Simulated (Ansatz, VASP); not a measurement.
## S in VASP and in Ansatz

```
S
1.0
     7.46379    0.00000    0.00000
    -3.73190    6.46384    0.00000
     0.00000    0.00000    4.37938
S
9
Direct
  0.11493 0.11493 0.50000
  0.45704 0.69065 0.73738
  0.69065 0.45704 0.26262
  0.88507 0.00000 0.16667
  0.23362 0.54296 0.07072
  0.30935 0.76638 0.40405
  0.54296 0.23362 0.92928
  0.76638 0.30935 0.59595
  0.00000 0.88507 0.83333
```

Alike in both runs: functional PBE; dispersion D3(BJ); k mesh 6 × 6 × 6; occupations gaussian, width 0.02 eV; no spin polarisation.

Ansatz relaxed the structure, and its values are those at the end. VASP's run is a single point on that final structure, the one shown.

|  | VASP | Ansatz |
| --- | --- | --- |
| version | VASP 6.6.1 | Ansatz 0.2.0 |
| potentials or method | VASP PAW PBE potentials, release 64 (S), cutoff 520 eV | scalar-relativistic, plane waves, PAW |
| valence electrons in the cell | 54 | 54 |

|  | VASP | Ansatz | Ansatz less VASP |
| --- | --- | --- | --- |
| gap on the k mesh at the Fermi level (eV) | 1.86 | 1.81 | -0.053 |
| least direct gap on the mesh (eV) | 2.00 | 1.95 | -0.052 |
| pressure (GPa) | -0.6 | 0.0 | +0.54 |
| rms of the force components (eV/Å) | 0.072 | 0.006 | -0.0667 |
